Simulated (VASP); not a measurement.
Wanted: the native input for a VASP 6.6.1 run.

```
Task                   : single point
Functional             : r2SCAN
Potentials or basis    : VASP PAW PBE potentials, release 64 (Co)
Cutoff                 : 520 eV
k mesh                 : 12 × 12 × 7
Occupations            : fermi-dirac, width 0.05 eV
Spin                   : collinear spin, ferromagnetic start
Starting moments       : [2.0, 2.0] μB
Dipole correction      : no
Further INCAR settings : ALGO = Normal; EDIFF = 1e-07; NBANDS = 20
```

Co:

```
CELL_PARAMETERS angstrom
2.50384 0.00000 0.00000
-1.25192 2.16839 0.00000
0.00000 0.00000 4.09020
ATOMIC_POSITIONS crystal
Co 0.33333 0.66667 0.74014
Co 0.66667 0.33333 0.25986
```

One way to write it, as run:

POSCAR

```
Co
1.0
    2.5038379689      0.0000000000      0.0000000000
   -1.2519189845      2.1683872881      0.0000000000
    0.0000000000      0.0000000000      4.0901994896
Co
2
Direct
    0.3333333333      0.6666666667      0.7401390000
    0.6666666667      0.3333333333      0.2598610000
```

INCAR.step1

```
PREC = Accurate
ENCUT = 520
ISMEAR = -1
SIGMA = 0.05
LREAL = False
LASPH = True
NELM = 150
ISPIN = 2
MAGMOM = 2 2
LMAXMIX = 4
NBANDS = 20
GGA = PE
ALGO = Normal
EDIFF = 1E-4
LWAVE = True
LCHARG = False
```

INCAR.step2

```
PREC = Accurate
ENCUT = 520
EDIFF = 1E-7
ISMEAR = -1
SIGMA = 0.05
LREAL = False
LASPH = True
NELM = 150
ALGO = Normal
ISIF = 2
LWAVE = False
LCHARG = False
ISPIN = 2
MAGMOM = 2 2
LORBIT = 11
LMAXMIX = 4
METAGGA = R2SCAN
LMIXTAU = True
NBANDS = 20
ISTART = 1
```

KPOINTS

```
regular mesh
0
Gamma
  12 12 7
```

Potentials or basis: VASP PAW PBE potentials, release 64 (Co).

The run is started by

```bash
$ cat potpaw_PBE.64/Co/POTCAR > POTCAR
$ cp INCAR.step1 INCAR
$ mpirun -np 1 vasp_std > vasp.out
$ cp INCAR.step2 INCAR
$ mpirun -np 1 vasp_std > vasp.out
```

Results of the run:

```
Pressure                                              : -7.5 GPa
Largest force                                         : 0.129 eV/Å
Net moment                                            : 3.59 μB per cell
Site moments                                          : Co +1.86 μB
Valence electrons inside the program's atomic spheres : Co 8.26
```

Caveat: the PAW data sets were made with another functional, which shifts forces and pressure a little.

Wall time 3 min on 1 thread of Intel(R) Xeon(R) 6975P-C (Granite Rapids), on a shared host, peak memory 0.19 GiB.
